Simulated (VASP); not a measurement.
Rb2ZnO6:

```xyz
9
Lattice="0.0000 4.2209 4.2209 4.2209 0.0000 4.2209 4.2209 4.2209 0.0000" Properties=species:S:1:pos:R:3 pbc="T T T"
Rb    2.1105    2.1105    2.1105
Rb    6.3314    6.3314    6.3314
Zn    0.0000    0.0000    0.0000
O     2.1105    4.2209    4.2209
O     6.3314    4.2209    4.2209
O     4.2209    2.1105    4.2209
O     4.2209    6.3314    4.2209
O     4.2209    4.2209    2.1105
O     4.2209    4.2209    6.3314
```

This cell differs from its parent crystal: atoms taken out.

- Program: VASP 6.6.1
- Task: relaxation of cell and atoms
- Functional: PBE
- Potentials or basis: VASP PAW PBE potentials, release 64 (Rb_sv, Zn, O)
- Cutoff: 600 eV
- k mesh: 4 × 4 × 4
- Occupations: gaussian, width 0.1 eV
- Spin: collinear spin, ferromagnetic start
- Starting moments: [0.0, 0.0, 0.0, 1.0, 1.0, 1.0, 1.0, 1.0, 1.0] μB

At the start: pressure -2.2 GPa; volume 16.71 Å³/atom.

**Question.** Where does the relaxation end?

**Answer.** Over 12 steps the energy falls by 79.5 meV/atom and the volume is 19.22 Å³/atom (+15.0 %); space group Fm-3m (No. 225, to 0.1 Å) before and after; moment 8.00 μB per cell.

The path:
```csv
step,energy change (eV),largest force (eV/Å),pressure (GPa),volume (Å³)
1,0.0000,0.8128,-2.16,150.40
2,-0.2113,0.6748,-0.01,145.55
3,-0.2900,0.2774,3.52,140.08
4,-0.2934,0.3742,2.80,141.06
5,-0.4400,0.1671,3.00,144.97
6,-0.5436,0.3103,3.79,151.02
7,-0.6743,0.0369,1.34,160.33
8,-0.7046,0.1794,-0.37,169.10
9,-0.7049,0.1609,-0.24,168.29
10,-0.7112,0.1088,-0.21,169.58
11,-0.7147,0.0626,-0.13,170.71
12,-0.7159,0.0342,0.05,172.97
```

Final structure:
```
CELL_PARAMETERS angstrom
0.00000 4.42230 4.42230
4.42230 0.00000 4.42230
4.42230 4.42230 0.00000
ATOMIC_POSITIONS crystal
Rb 0.25000 0.25000 0.25000
Rb 0.75000 0.75000 0.75000
Zn 0.00000 0.00000 0.00000
O 0.77992 0.22008 0.22008
O 0.22008 0.77992 0.77992
O 0.22008 0.77992 0.22008
O 0.77992 0.22008 0.77992
O 0.22008 0.22008 0.77992
O 0.77992 0.77992 0.22008
```

Caveat: the cell differs from its parent crystal (atoms taken out); the volume moved by over 15 % at a fixed basis, so the end points are rough.
